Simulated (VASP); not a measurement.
# TiAl3F (Pm-3m) in VASP: further runs

The runs below take TiAl3F through single point, relaxation of cell and atoms, with PBE.

All numbers are computed with VASP 6.6.1; they aren't measurements. Logs are shortened: lines on timing, memory, paths and dates and some standing lists are left out, and cuts for length are marked.

## 1. The cell of the first run

It takes space group Pm-3m (No. 221, cubic). Conventional cell: a = 4.250 Å, b = 4.250 Å, c = 4.250 Å, α = 90.00°, β = 90.00°, γ = 90.00°. Ti (site symmetry m-3m) has 12 Al at 3.00 Å and 8 F at 3.68 Å within 4.0 Å. Al (site symmetry 4/mmm) has 2 F at 2.12 Å within 2.8 Å. Within 2.8 Å of F (site symmetry m-3m) lie 6 Al at 2.12 Å.

The cell was generated, and may not be a known phase.

## 2. Single point, PBE

INCAR

```
SYSTEM = TiAl3F
PREC = Accurate
ENCUT = 520
EDIFF = 1E-6
ISMEAR = 0
SIGMA = 0.1
LREAL = .False.
LASPH = .True.
NELM = 60
ALGO = Normal
ISIF = 2
LWAVE = .False.
LCHARG = .True.
GGA = PE
LELF = .True.
LVHAR = .True.
NBANDS = 22
```

KPOINTS

```
regular mesh
0
Gamma
  10 10 10
  0 0 0
```

POSCAR

```
TiAl3F
1.0
    4.2495193925      0.0000000000      0.0000000000
    0.0000000000      4.2495193925      0.0000000000
    0.0000000000      0.0000000000      4.2495193925
Ti Al F
1 3 1
Direct
    0.0000000000      0.0000000000      0.0000000000
    0.0000000000      0.5000000000      0.5000000000
    0.5000000000      0.0000000000      0.5000000000
    0.5000000000      0.5000000000      0.0000000000
    0.5000000000      0.5000000000      0.5000000000
```

Potentials or basis: VASP PAW PBE potentials, release 64 (Ti_sv, Al, F).

Command:

```console
$ cat potpaw_PBE.64/Ti_sv/POTCAR potpaw_PBE.64/Al/POTCAR potpaw_PBE.64/F/POTCAR > POTCAR
$ mpirun -np 1 vasp_std > vasp.out
```

OUTCAR:

```text
SYSTEM = TiAl3F
   PREC = Accurate
   ENCUT = 520
   EDIFF = 1E-6
   ISMEAR = 0
   LREAL = .False.
   LASPH = .True.
   NELM = 60
   ISIF = 2
   GGA = PE

 ion  position               nearest neighbor table
   1  0.000  0.000  0.000-   2 3.00   3 3.00   4 3.00   2 3.00   3 3.00   2 3.00   4 3.00   2 3.00
                             3 3.00   4 3.00   3 3.00   4 3.00
   2  0.000  0.500  0.500-   5 2.12   5 2.12   4 3.00   1 3.00   1 3.00   4 3.00   1 3.00   3 3.00
                             1 3.00   3 3.00   4 3.00   3 3.00   4 3.00   3 3.00
   3  0.500  0.000  0.500-   5 2.12   5 2.12   4 3.00   1 3.00   1 3.00   4 3.00   2 3.00   4 3.00
                             2 3.00   4 3.00   1 3.00   2 3.00   1 3.00   2 3.00
   4  0.500  0.500  0.000-   5 2.12   5 2.12   3 3.00   1 3.00   2 3.00   3 3.00   2 3.00   1 3.00
                             3 3.00   3 3.00   1 3.00   2 3.00   2 3.00   1 3.00
   5  0.500  0.500  0.500-   2 2.12   3 2.12   4 2.12   4 2.12   3 2.12   2 2.12

  LATTYP: Found a simple cubic cell.
 ALAT       =     4.2495193925

  Lattice vectors:

 A1 = (   4.2495193925,   0.0000000000,   0.0000000000)
 A2 = (   0.0000000000,   4.2495193925,   0.0000000000)
 A3 = (   0.0000000000,   0.0000000000,   4.2495193925)

Analysis of symmetry for initial positions (statically):
=====================================================================
 Subroutine PRICEL returns:
 Original cell was already a primitive cell.

 Routine SETGRP: Setting up the symmetry group for a
 simple cubic supercell.

 Subroutine GETGRP returns: Found 48 space group operations
 (whereof 48 operations were pure point group operations)
 out of a pool of 48 trial point group operations.

The static configuration has the point symmetry O_h .

Analysis of symmetry for dynamics (positions and initial velocities):
=====================================================================
 Subroutine PRICEL returns:
 Original cell was already a primitive cell.

 Routine SETGRP: Setting up the symmetry group for a
 simple cubic supercell.

 Subroutine GETGRP returns: Found 48 space group operations
 (whereof 48 operations were pure point group operations)
 out of a pool of 48 trial point group operations.

The dynamic configuration has the point symmetry O_h .

 Subroutine INISYM returns: Found 48 space group operations
 (whereof 48 operations are pure point group operations),
 and found     1 'primitive' translations

----------------------------------------------------------------------------------------

                                     Primitive cell

  volume of cell :      76.7396

  direct lattice vectors                    reciprocal lattice vectors
     4.249519392  0.000000000  0.000000000     0.235320729  0.000000000  0.000000000
     0.000000000  4.249519392  0.000000000     0.000000000  0.235320729  0.000000000
     0.000000000  0.000000000  4.249519392     0.000000000  0.000000000  0.235320729

  length of vectors
     4.249519392  4.249519392  4.249519392     0.235320729  0.235320729  0.235320729

  position of ions in fractional coordinates (direct lattice)
     0.000000000  0.000000000  0.000000000
     0.000000000  0.500000000  0.500000000
     0.500000000  0.000000000  0.500000000
     0.500000000  0.500000000  0.000000000
     0.500000000  0.500000000  0.500000000

  ion indices of the primitive-cell ions
   primitive index   ion index
                 1           1
                 2           2
                 3           3
                 4           4
                 5           5

----------------------------------------------------------------------------------------

 KPOINTS: regular mesh

Automatic generation of k-mesh.
 Grid dimensions read from file:
 generate k-points for:   10   10   10

 Generating k-lattice:

  Cartesian coordinates                     Fractional coordinates (reciprocal lattice)
     0.023532073  0.000000000  0.000000000     0.100000000  0.000000000  0.000000000
     0.000000000  0.023532073  0.000000000     0.000000000  0.100000000  0.000000000
     0.000000000  0.000000000  0.023532073     0.000000000  0.000000000  0.100000000

  Length of vectors
     0.023532073  0.023532073  0.023532073

  Shift w.r.t. Gamma in fractional coordinates (k-lattice)
     0.000000000  0.000000000  0.000000000

 Subroutine IBZKPT returns following result:
 ===========================================

 Found     56 irreducible k-points:

 Following reciprocal coordinates:
            Coordinates               Weight
  0.000000  0.000000  0.000000      1.000000
  0.100000  0.000000  0.000000      6.000000
  0.200000  0.000000  0.000000      6.000000
  0.300000  0.000000  0.000000      6.000000
  0.400000  0.000000  0.000000      6.000000
  0.500000  0.000000  0.000000      3.000000
[... 16 lines left out ...]
  0.200000  0.100000  0.100000     24.000000
  0.300000  0.100000  0.100000     24.000000
 [... further k-points ...]
[... 90 lines left out ...]
      3     -25.5343      2.00000
      4     -25.5343      2.00000
      5     -20.1217      2.00000
      6      -2.3767      2.00000
[... 14 lines left out ...]
     21      12.2858      0.00000
     22      12.4217      0.00000

 k-point     3 :       0.2000    0.0000    0.0000
  band No.  band energies     occupation
      1     -49.2820      2.00000
      2     -25.5368      2.00000
      3     -25.5341      2.00000
      4     -25.5341      2.00000
      5     -20.1167      2.00000
      6      -2.5949      2.00000
[... 14 lines left out ...]
     21      12.1408      0.00000
     22      12.4864      0.00000

 k-point     4 :       0.3000    0.0000    0.0000
  band No.  band energies     occupation
      1     -49.2820      2.00000
      2     -25.5390      2.00000
      3     -25.5340      2.00000
      4     -25.5340      2.00000
      5     -20.1110      2.00000
      6      -2.8086      2.00000
[... 14 lines left out ...]
     21      12.0749      0.00000
     22      12.5290      0.00000

 k-point     5 :       0.4000    0.0000    0.0000
  band No.  band energies     occupation
      1     -49.2819      2.00000
      2     -25.5407      2.00000
      3     -25.5338      2.00000
      4     -25.5338      2.00000
      5     -20.1063      2.00000
      6      -2.9555      2.00000
[... 14 lines left out ...]
     21      12.0757      0.00000
     22      12.5512      0.00000

 k-point     6 :       0.5000    0.0000    0.0000
  band No.  band energies     occupation
      1     -49.2819      2.00000
      2     -25.5415      2.00000
      3     -25.5338      2.00000
      4     -25.5338      2.00000
      5     -20.1048      2.00000
      6      -3.0073      2.00000
[... 14 lines left out ...]
     21      12.0848      0.00000
     22      12.6167      0.00000

 k-point     7 :       0.1000    0.1000    0.0000
  band No.  band energies     occupation
      1     -49.2821      2.00000
      2     -25.5350      2.00000
      3     -25.5349      2.00000
      4     -25.5342      2.00000
      5     -20.1198      2.00000
      6      -2.4072      2.00000
[... 324 lines left out ...]
      6      -2.8261      2.00000
[... 14 lines left out ...]
     21      12.0450      0.00000
     22      12.5662      0.00000

 k-point    21 :       0.5000    0.5000    0.0000
  band No.  band energies     occupation
      1     -49.2817      2.00000
      2     -25.5405      2.00000
      3     -25.5405      2.00000
      4     -25.5333      2.00000
      5     -20.0872      2.00000
      6      -2.8060      2.00000
[... 14 lines left out ...]
     21      12.0445      0.00000
     22      12.1176      0.00000

 k-point    22 :       0.1000    0.1000    0.1000
  band No.  band energies     occupation
      1     -49.2821      2.00000
      2     -25.5350      2.00000
      3     -25.5349      2.00000
      4     -25.5349      2.00000
      5     -20.1181      2.00000
      6      -2.4309      2.00000
[... 14 lines left out ...]
     21      12.2060      0.00000
     22      12.5932      0.00000

 k-point    23 :       0.2000    0.1000    0.1000
  band No.  band energies     occupation
      1     -49.2820      2.00000
      2     -25.5367      2.00000
      3     -25.5348      2.00000
      4     -25.5347      2.00000
      5     -20.1134      2.00000
      6      -2.5876      2.00000
[... 14 lines left out ...]
     21      12.1823      0.00000
     22      12.6825      0.00000

 k-point    24 :       0.3000    0.1000    0.1000
  band No.  band energies     occupation
      1     -49.2819      2.00000
      2     -25.5388      2.00000
      3     -25.5346      2.00000
      4     -25.5345      2.00000
      5     -20.1076      2.00000
      6      -2.7821      2.00000
[... 14 lines left out ...]
     21      12.1770      0.00000
     22      12.6805      0.00000

 [... further k-points ...]

------------------------ aborting loop because EDIFF is reached ----------------------------------------

  FORCE on cell =-STRESS in cart. coord.  units (eV):
  Direction    XX          YY          ZZ          XY          YZ          ZX
  --------------------------------------------------------------------------------------
  -------------------------------------------------------------------------------------
  Total       -0.0585363     -0.0585363     -0.0585363      0.0000000      0.0000000      0.0000000
  in kB       -1.2221272     -1.2221272     -1.2221272      0.0000000      0.0000000      0.0000000
  external PRESSURE =      -1.2221272 kB  Pullay stress =       0.0000000 kB

 VOLUME and BASIS-vectors are now :
 -----------------------------------------------------------------------------
  energy-cutoff  :      520.00
  volume of cell :       76.74
      direct lattice vectors                 reciprocal lattice vectors
     4.249519392  0.000000000  0.000000000     0.235320729  0.000000000  0.000000000
     0.000000000  4.249519392  0.000000000     0.000000000  0.235320729  0.000000000
     0.000000000  0.000000000  4.249519392     0.000000000  0.000000000  0.235320729

 POSITION                                       TOTAL-FORCE (eV/Angst)
 -----------------------------------------------------------------------------------
      0.00000      0.00000      0.00000         0.000000      0.000000      0.000000
      0.00000      2.12476      2.12476         0.000000      0.000000      0.000000
      2.12476      0.00000      2.12476         0.000000      0.000000      0.000000
      2.12476      2.12476      0.00000         0.000000      0.000000      0.000000
      2.12476      2.12476      2.12476         0.000000      0.000000      0.000000
 -----------------------------------------------------------------------------------
    total drift:                                0.000000      0.000000     -0.000000

  FREE ENERGIE OF THE ION-ELECTRON SYSTEM (eV)
  ---------------------------------------------------
  free  energy   TOTEN  =       -23.1398275957 eV

  energy  without entropy=      -23.1318356131  energy(sigma->0) =      -23.13583160
```

It took 42 s on 1 thread of AMD EPYC 9R45 (Zen 5), shared host; peak memory 0.21 GiB.

Results:

* Free energy: -23.1398 eV
* Pressure: -0.1 GPa
* Band gap on the k mesh: zero (bands 14 and 15 overlap by 0.51 eV)

## 3. Relaxation of cell and atoms, PBE, collinear spin

This run uses another cell than the first one, of 14.13 Å³/atom.

INCAR

```
PREC     = Accurate       # precision mode
ENCUT    = 600            # plane-wave cutoff, eV
EDIFF    = 1E-6           # SCF threshold, eV
ISMEAR   = 0              # smearing method
SIGMA    = 0.1            # smearing width, eV
LREAL    = F              # projectors in reciprocal space
LASPH    = T              # aspherical terms in the spheres
NELM     = 150            # most SCF steps
ALGO     = Normal         # electronic algorithm
ISIF     = 3              # what is computed and relaxed
LWAVE    = F              # write WAVECAR
LCHARG   = F              # write CHGCAR
ISPIN    = 2              # spin polarisation
MAGMOM   = 1 0 0 0 0      # initial moments
LORBIT   = 11             # projections on sites
LMAXMIX  = 4              # l up to which the mixer works
GGA      = PE             # functional
IBRION   = 2              # ionic algorithm
NSW      = 90             # ionic steps
EDIFFG   = -0.04          # ionic threshold
```

KPOINTS

```
regular mesh
0
Gamma
  4 4 4
```

Changes to POSCAR since step 2:

```diff
@@ -2,5 +2,5 @@
 1.0
-    4.2495193925      0.0000000000      0.0000000000
-    0.0000000000      4.2495193925      0.0000000000
-    0.0000000000      0.0000000000      4.2495193925
+    4.1344894500      0.0000000000      0.0000000000
+    0.0000000000      4.1344894500      0.0000000000
+    0.0000000000      0.0000000000      4.1344894500
 Ti Al F
```

Potentials or basis: VASP PAW PBE potentials, release 64 (Ti_sv, Al, F).

Command:

```console
$ cat potpaw_PBE.64/Ti_sv/POTCAR potpaw_PBE.64/Al/POTCAR potpaw_PBE.64/F/POTCAR > POTCAR
$ mpirun -np 1 vasp_std > vasp.out
```

It took 78 s on 1 thread of AMD EPYC 9R45 (Zen 5), shared host; peak memory 0.22 GiB.

Results (log left out):

```yaml
Free_energy: -23.0803 eV
Relaxed_volume: 15.43 Å³/atom
Relaxed_cell: a = 4.257 Å, b = 4.257 Å, c = 4.257 Å, α = 90.00°, β = 90.00°, γ = 90.00°
Space_group_after_relaxing_to_0.1_Å: Pm-3m (No. 221)
Energy_gained_by_relaxing: 31.9 meV/atom
Ionic_steps: 3
Pressure_after_relaxing: 0.1 GPa
Band_gap_on_the_k_mesh: zero (filled and empty bands overlap)
Net_moment: 0.00 μB per cell
Valence_electrons_inside_the_program's_atomic_spheres: Ti 10.12; Al 0.74; F 6.17
```

Step by step:
| step | energy change (eV) | largest force (eV/Å) | pressure (GPa) | volume (Å³) |
| --- | --- | --- | --- | --- |
| 1 | 0.0000 | 0.0000 | 8.41 | 70.67 |
| 2 | -0.1541 | 0.0000 | -1.35 | 78.53 |
| 3 | -0.1597 | 0.0000 | 0.05 | 77.17 |

Final structure:
```
Ti Al F
1.0
     4.25749    0.00000    0.00000
     0.00000    4.25749    0.00000
     0.00000    0.00000    4.25749
Ti Al F
1 3 1
Direct
  0.00000 0.00000 0.00000
  0.00000 0.50000 0.50000
  0.50000 0.00000 0.50000
  0.50000 0.50000 0.00000
  0.50000 0.50000 0.50000
```

Levels at points of the mesh, in eV from the Fermi level:
Spin up:
```tsv
k point	band 12	band 13	band 14	band 15	band 16	band 17
(0.00, 0.00, 0.00)	-0.01	-0.01	-0.01	0.54	0.54	0.54
(0.50, 0.00, 0.00)	-0.58	-0.58	-0.13	0.52	0.52	0.75
(0.50, 0.50, 0.00)	-3.50	-0.79	-0.79	1.12	1.34	2.43
(0.50, 0.50, 0.50)	-2.57	-2.57	-2.57	0.19	0.26	1.41
```
Spin down:
| k point | band 11 | band 12 | band 13 | band 14 | band 15 | band 16 | band 17 | band 18 |
| --- | --- | --- | --- | --- | --- | --- | --- | --- |
| (0.00, 0.00, 0.00) | -2.59 | -0.01 | -0.01 | -0.01 | 0.54 | 0.54 | 0.54 | 2.78 |
| (0.50, 0.00, 0.00) | -1.28 | -0.58 | -0.58 | -0.13 | 0.52 | 0.52 | 0.75 | 1.15 |
| (0.50, 0.50, 0.00) | -3.50 | -3.50 | -0.79 | -0.79 | 1.12 | 1.34 | 2.43 | 3.54 |
| (0.50, 0.50, 0.50) | -3.00 | -2.57 | -2.57 | -2.57 | 0.19 | 0.26 | 1.41 | 1.41 |

Caveat: the k points lie up to 0.37 Å⁻¹ apart in the final cell.

## 4. Relaxation of cell and atoms, PBE

This run uses another cell than the first one, of 15.46 Å³/atom.

INCAR

```
  PREC = Accurate
  ENCUT = 600
  EDIFF = 1E-7
  ISMEAR = 0
  SIGMA = 0.1
  LREAL = False
  LASPH = True
  NELM = 100
  ALGO = Normal
  ISIF = 3
  LWAVE = False
  LCHARG = False
  GGA = PE
  IBRION = 2
  NSW = 100
  EDIFFG = -0.01
```

KPOINTS

```
Automatic mesh
0
Gamma
  10 10 10
```

Changes to POSCAR since step 3:

```diff
@@ -2,5 +2,5 @@
 1.0
-    4.1344894500      0.0000000000      0.0000000000
-    0.0000000000      4.1344894500      0.0000000000
-    0.0000000000      0.0000000000      4.1344894500
+    4.2593809657      0.0000000000      0.0000000000
+    0.0000000000      4.2593809657      0.0000000000
+    0.0000000000      0.0000000000      4.2593809657
 Ti Al F
```

Command:

```console
$ cat potpaw_PBE.64/Ti_sv/POTCAR potpaw_PBE.64/Al/POTCAR potpaw_PBE.64/F/POTCAR > POTCAR
$ mpirun -np 1 vasp_std > vasp.out
```

Run time: 97 s. Hardware: 1 thread of AMD EPYC 9R45 (Zen 5), shared host; peak memory 0.25 GiB.

Results (log left out):

```yaml
Free_energy: -23.1433 eV
Relaxed_volume: 15.31 Å³/atom
Relaxed_cell: a = 4.246 Å, b = 4.246 Å, c = 4.246 Å, α = 90.00°, β = 90.00°, γ = 90.00°
Space_group_after_relaxing_to_0.1_Å: Pm-3m (No. 221)
Energy_gained_by_relaxing: 0.3 meV/atom
Ionic_steps: 2
Pressure_after_relaxing: 0.1 GPa
Band_gap_on_the_k_mesh: zero (bands 14 and 15 overlap by 0.51 eV)
```

Step by step:
```csv
step,energy change (eV),largest force (eV/Å),pressure (GPa),volume (Å³)
1,0.0000,0.0000,-0.68,77.28
2,-0.0014,0.0000,0.09,76.54
```

Final structure:
```
Ti Al F
1.0
     4.24591    0.00000    0.00000
     0.00000    4.24591    0.00000
     0.00000    0.00000    4.24591
Ti Al F
1 3 1
Direct
  0.00000 0.00000 0.00000
  0.00000 0.50000 0.50000
  0.50000 0.00000 0.50000
  0.50000 0.50000 0.00000
  0.50000 0.50000 0.50000
```

Levels at points of the mesh, in eV from the Fermi level:
```tsv
k point	band 12	band 13	band 14	band 15	band 16	band 17
(0.00, 0.00, 0.00)	-0.22	-0.22	-0.22	0.33	0.33	0.33
(0.50, 0.00, 0.00)	-0.79	-0.79	-0.32	0.30	0.30	0.54
(0.50, 0.50, 0.00)	-3.73	-1.02	-1.02	0.91	1.14	2.25
(0.50, 0.50, 0.50)	-2.79	-2.79	-2.79	-0.01	0.05	1.21
```

## 5. Summary

```csv
task,spin,cell,k mesh,cutoff (eV),gap on the mesh (eV),pressure (GPa),relaxed volume (Å³/atom)
single point,off,"a = 4.250 Å, 5 atoms",10 × 10 × 10,520,none,-0.1,-
relaxation of cell and atoms,collinear,"relaxed from a = 4.134 Å, 5 atoms",4 × 4 × 4,600,none,0.1,15.43
relaxation of cell and atoms,off,"relaxed from a = 4.259 Å, 5 atoms",10 × 10 × 10,600,none,0.1,15.31
```

Alike in all rows: level PBE; potentials or basis VASP PAW PBE potentials, release 64 (Ti_sv, Al, F); smearing gaussian 0.1 eV.

Caveats: some runs use coarse meshes.

Total energies depend on the potentials used, so only differences within one code and one set of settings carry meaning.
